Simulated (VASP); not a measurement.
# NbSi (Pm-3m) in VASP: notebook, part 2 of 3

VASP 6.6.1.

### Step 4. Relaxation of cell and atoms, r2SCAN+U

Input file POSCAR:

```
NbSi
1.0
    3.1564400000      0.0000000000      0.0000000000
    0.0000000000      3.1564400000      0.0000000000
    0.0000000000      0.0000000000      3.1564400000
Nb Si
1 1
Direct
    0.0000000000      0.0000000000      0.0000000000
    0.5000000000      0.5000000000      0.5000000000
```

Input file INCAR.step1:

```
SYSTEM = NbSi
PREC = Accurate ; ENCUT = 600
ISMEAR = -1 ; SIGMA = 0.05
LREAL = .FALSE. ; LASPH = .TRUE.
NELM = 150 ; LMAXMIX = 4
LDAU = .TRUE. ; LDAUTYPE = 2
LDAUL = 2 -1 ; LDAUU = 1 0
LDAUJ = 0 0 ; GGA = PE
ALGO = Normal ; EDIFF = 1E-4
LWAVE = .TRUE. ; LCHARG = .FALSE.
```

Input file INCAR.step2:

```
SYSTEM = NbSi
PREC = Accurate ; ENCUT = 600
EDIFF = 1E-7 ; ISMEAR = -1
SIGMA = 0.05 ; LREAL = .FALSE.
LASPH = .TRUE. ; NELM = 150
ALGO = Normal ; ISIF = 3
LWAVE = .FALSE. ; LCHARG = .FALSE.
LMAXMIX = 4 ; LDAU = .TRUE.
LDAUTYPE = 2 ; LDAUL = 2 -1
LDAUU = 1 0 ; LDAUJ = 0 0
LDAUPRINT = 1 ; METAGGA = R2SCAN
LMIXTAU = .TRUE. ; IBRION = 2
NSW = 60 ; EDIFFG = -0.01
ISTART = 1
```

Input file KPOINTS:

```
regular mesh
0
G
  8 8 8
  0 0 0
```

Potentials or basis: VASP PAW PBE potentials, release 64 (Nb_sv, Si).

Started as:

```
> cat potpaw_PBE.64/Nb_sv/POTCAR potpaw_PBE.64/Si/POTCAR > POTCAR
> cp INCAR.step1 INCAR
> mpirun -np 1 vasp_std > vasp.out
> cp INCAR.step2 INCAR
> mpirun -np 1 vasp_std > vasp.out
```

OUTCAR:

```text
SYSTEM = NbSi
   PREC = Accurate
   ENCUT = 600
   EDIFF = 1E-7
   ISMEAR = -1
   LREAL = .FALSE.
   LASPH = .TRUE.
   NELM = 150
   ISIF = 3
   METAGGA = R2SCAN
   IBRION = 2
   NSW = 60
   EDIFFG = -0.01
   ISTART = 1

 ion  position               nearest neighbor table
   1  0.000  0.000  0.000-   2 2.73   2 2.73   2 2.73   2 2.73   2 2.73   2 2.73   2 2.73   2 2.73

   2  0.500  0.500  0.500-   1 2.73   1 2.73   1 2.73   1 2.73   1 2.73   1 2.73   1 2.73   1 2.73

  LATTYP: Found a simple cubic cell.
 ALAT       =     3.1564400000

  Lattice vectors:

 A1 = (   3.1564400000,   0.0000000000,   0.0000000000)
 A2 = (   0.0000000000,   3.1564400000,   0.0000000000)
 A3 = (   0.0000000000,   0.0000000000,   3.1564400000)

Analysis of symmetry for initial positions (statically):
=====================================================================
 Subroutine PRICEL returns:
 Original cell was already a primitive cell.

 Routine SETGRP: Setting up the symmetry group for a
 simple cubic supercell.

 Subroutine GETGRP returns: Found 48 space group operations
 (whereof 48 operations were pure point group operations)
 out of a pool of 48 trial point group operations.

The static configuration has the point symmetry O_h .

Analysis of symmetry for dynamics (positions and initial velocities):
=====================================================================
 Subroutine PRICEL returns:
 Original cell was already a primitive cell.

 Routine SETGRP: Setting up the symmetry group for a
 simple cubic supercell.

 Subroutine GETGRP returns: Found 48 space group operations
 (whereof 48 operations were pure point group operations)
 out of a pool of 48 trial point group operations.

The dynamic configuration has the point symmetry O_h .

 Subroutine INISYM returns: Found 48 space group operations
 (whereof 48 operations are pure point group operations),
 and found     1 'primitive' translations

----------------------------------------------------------------------------------------

                                     Primitive cell

  volume of cell :      31.4480

  direct lattice vectors                    reciprocal lattice vectors
     3.156440000  0.000000000  0.000000000     0.316812612  0.000000000  0.000000000
     0.000000000  3.156440000  0.000000000     0.000000000  0.316812612  0.000000000
     0.000000000  0.000000000  3.156440000     0.000000000  0.000000000  0.316812612

  length of vectors
     3.156440000  3.156440000  3.156440000     0.316812612  0.316812612  0.316812612

  position of ions in fractional coordinates (direct lattice)
     0.000000000  0.000000000  0.000000000
     0.500000000  0.500000000  0.500000000

[... 110 lines left out ...]
   LRPA    =     F    only Hartree local field effects (RPA)
 conjugate gradient relaxation of ions
 non-spin polarized calculation
  energy-cutoff  :      600.00
  volume of cell :       31.45
 maximum number of plane-waves:      1064
 NGX is ok and might be reduce to    28
   NGX = 13   NGY = 13   NGZ = 13

--------------------------------------- Ionic step        1  -------------------------------------------

 number of electron      17.0000000 magnetization

 Free energy of the ion-electron system (eV)
  ---------------------------------------------------
  ext. energy  EPLUGINS =         0.00000000
  ---------------------------------------------------
  free energy    TOTEN  =       -32.96875993 eV

  energy without entropy =      -32.95272704  energy(sigma->0) =      -32.96074349

------------------------ aborting loop because EDIFF is reached ----------------------------------------

  FORCE on cell =-STRESS in cart. coord.  units (eV):
  Direction    XX          YY          ZZ          XY          YZ          ZX
  --------------------------------------------------------------------------------------
  -------------------------------------------------------------------------------------
  Total       -0.1279213     -0.1279213     -0.1279213     -0.0000000      0.0000000      0.0000000
  in kB       -6.5171991     -6.5171991     -6.5171991     -0.0000000      0.0000000      0.0000000
  external PRESSURE =      -6.5171991 kB  Pullay stress =       0.0000000 kB
[... 53 lines left out ...]
  FREE ENERGIE OF THE ION-ELECTRON SYSTEM (eV)
  ---------------------------------------------------
  free  energy   TOTEN  =       -32.9684731078 eV

  energy  without entropy=      -32.9526451716  energy(sigma->0) =      -32.96055914

atom =   1  type =  1  l = 2

 onsite density matrix

spin component  1

  0.2169  0.0000 -0.0000 -0.0000  0.0000
  0.0000  0.2169  0.0000  0.0000 -0.0000
 -0.0000  0.0000  0.2915 -0.0000  0.0000
 -0.0000  0.0000 -0.0000  0.2169  0.0000
  0.0000 -0.0000  0.0000  0.0000  0.2915

spin component  2

  0.2169  0.0000 -0.0000 -0.0000  0.0000
  0.0000  0.2169  0.0000  0.0000 -0.0000
 -0.0000  0.0000  0.2915 -0.0000  0.0000
 -0.0000  0.0000 -0.0000  0.2169  0.0000
  0.0000 -0.0000  0.0000  0.0000  0.2915

 occupancies and eigenvectors

  o =  0.2169  v =  0.0000 -1.0000  0.0000  0.0049  0.0000  0.0000  0.0000  0.0000  0.0000  0.0000      0.0000  0.0000  0.0000  0.0000  0.0000  0.0000  0.0000  0.0000  0.0000  0.0000
  o =  0.2169  v =  0.0000  0.0000  0.0000  0.0000  0.0000  0.0000 -1.0000  0.0000  0.0049  0.0000      0.0000  0.0000  0.0000  0.0000  0.0000  0.0000  0.0000  0.0000  0.0000  0.0000
  o =  0.2169  v =  1.0000  0.0000  0.0000  0.0000  0.0000  0.0000  0.0000  0.0000  0.0000  0.0000      0.0000  0.0000  0.0000  0.0000  0.0000  0.0000  0.0000  0.0000  0.0000  0.0000
  o =  0.2169  v =  0.0000  0.0000  0.0000  0.0000  0.0000  1.0000  0.0000  0.0000  0.0000  0.0000      0.0000  0.0000  0.0000  0.0000  0.0000  0.0000  0.0000  0.0000  0.0000  0.0000
  o =  0.2169  v =  0.0000 -0.0049 -0.0000 -1.0000  0.0000  0.0000  0.0000  0.0000  0.0000  0.0000      0.0000  0.0000  0.0000  0.0000  0.0000  0.0000  0.0000  0.0000  0.0000  0.0000
  o =  0.2169  v =  0.0000  0.0000  0.0000  0.0000  0.0000  0.0000 -0.0049 -0.0000 -1.0000  0.0000      0.0000  0.0000  0.0000  0.0000  0.0000  0.0000  0.0000  0.0000  0.0000  0.0000
  o =  0.2915  v =  0.0000  0.0000  0.0000  0.0000  0.0000  0.0000 -0.0000 -0.9950  0.0000  0.0996      0.0000  0.0000  0.0000  0.0000  0.0000  0.0000  0.0000  0.0000  0.0000  0.0000
  o =  0.2915  v =  0.0000 -0.0000 -0.9950  0.0000  0.0996  0.0000  0.0000  0.0000  0.0000  0.0000      0.0000  0.0000  0.0000  0.0000  0.0000  0.0000  0.0000  0.0000  0.0000  0.0000
  o =  0.2915  v =  0.0000  0.0000  0.0000  0.0000  0.0000  0.0000 -0.0000 -0.0996 -0.0000 -0.9950      0.0000  0.0000  0.0000  0.0000  0.0000  0.0000  0.0000  0.0000  0.0000  0.0000
  o =  0.2915  v =  0.0000 -0.0000 -0.0996 -0.0000 -0.9950  0.0000  0.0000  0.0000  0.0000  0.0000      0.0000  0.0000  0.0000  0.0000  0.0000  0.0000  0.0000  0.0000  0.0000  0.0000

--------------------------------------- Ionic step        3  -------------------------------------------

 number of electron      17.0000000 magnetization

 Free energy of the ion-electron system (eV)
  ---------------------------------------------------
  ext. energy  EPLUGINS =         0.00000000
  ---------------------------------------------------
  free energy    TOTEN  =       -32.96900094 eV

  energy without entropy =      -32.95305934  energy(sigma->0) =      -32.96103014

 E-fermi :  11.3153     XC(G=0): -13.0695

 val. band max:       11.2469192612   @ k =   0.2500   0.0000   0.0000
 cond. band min:      11.3178229860   @ k =   0.5000   0.2500   0.1250
 fundamental gap:      0.0709037249
 Fermi energy:        11.3153298817

 k-point     1 :       0.0000    0.0000    0.0000
  band No.  band energies     occupation
      1     -45.3559      2.00000
      2     -20.5359      2.00000
      3     -20.5359      2.00000
      4     -20.5359      2.00000
      5      -0.5504      2.00000
      6       8.4103      2.00000
      7       8.4103      2.00000
      8      13.8257      0.00000
      9      13.8257      0.00000
     10      13.8257      0.00000
     11      13.8438      0.00000
     12      13.8438      0.00000
[... 331 lines left out ...]
 k-point    24 :       0.5000    0.3750    0.1250
  band No.  band energies     occupation
      1     -45.2771      2.00000
      2     -20.9355      2.00000
      3     -20.8616      2.00000
      4     -20.5188      2.00000
      5       3.0316      2.00000
      6       6.9182      2.00000
      7       7.7265      2.00000
      8       9.9507      2.00000
      9      11.9234      0.00001
     10      12.2126      0.00000
     11      14.3269      0.00000
     12      15.6482      0.00000

 [... further k-points ...]
[... 5 lines left out ...]
  --------------------------------------------------------------------------------------
  -------------------------------------------------------------------------------------
  Total        0.0019543      0.0019543      0.0019543     -0.0000000      0.0000000     -0.0000000
  in kB        0.0999421      0.0999421      0.0999421     -0.0000000      0.0000000     -0.0000000
  external PRESSURE =       0.0999421 kB  Pullay stress =       0.0000000 kB
[... 17 lines left out ...]
  FREE ENERGIE OF THE ION-ELECTRON SYSTEM (eV)
  ---------------------------------------------------
  free  energy   TOTEN  =       -32.9690009391 eV

  energy  without entropy=      -32.9530593351  energy(sigma->0) =      -32.96103014

 reached required accuracy - stopping structural energy minimisation
```

Wall time 5.2 min (1 thread of AMD EPYC 7R13, shared host); peak memory 0.15 GiB.

What came out:

* Free energy: -32.9690 eV
* Relaxed volume: 15.66 Å³/atom
* Relaxed cell: a = 3.152 Å, b = 3.152 Å, c = 3.152 Å, α = 90.00°, β = 90.00°, γ = 90.00°
* Space group after relaxing (to 0.05 Å): Pm-3m (No. 221)
* Energy gained by relaxing: 0.1 meV/atom
* Ionic steps: 3
* Pressure after relaxing: 0.0 GPa

The path:
| step | energy change (eV) | largest force (eV/Å) | pressure (GPa) | volume (Å³) |
| --- | --- | --- | --- | --- |
| 1 | 0.0000 | 0.0000 | -0.65 | 31.45 |
| 2 | 0.0003 | 0.0000 | 1.01 | 31.16 |
| 3 | -0.0002 | 0.0000 | 0.01 | 31.33 |

Final structure:
```yaml
crystal:
  lattice:
    - [3.15247, 0.00000, 0.00000]
    - [0.00000, 3.15247, 0.00000]
    - [0.00000, 0.00000, 3.15247]
  atoms:
    - { symbol: Nb, position: [0.00000, 0.00000, 0.00000] }
    - { symbol: Si, position: [0.50000, 0.50000, 0.50000] }
```

Eigenvalues of the final occupation matrices:
| site | spin | trace | eigenvalues |
| --- | --- | --- | --- |
| site 1 d | 1 | 1.23 | 0.22 0.22 0.22 0.29 0.29 |
| site 1 d | 2 | 1.23 | 0.22 0.22 0.22 0.29 0.29 |

Caveat: the PAW data sets were made with another functional, which shifts forces and pressure a little; U without spin polarisation on a metal has little footing; the U is typed as a test and isn't derived for this compound.

[end of part 2 of 3]
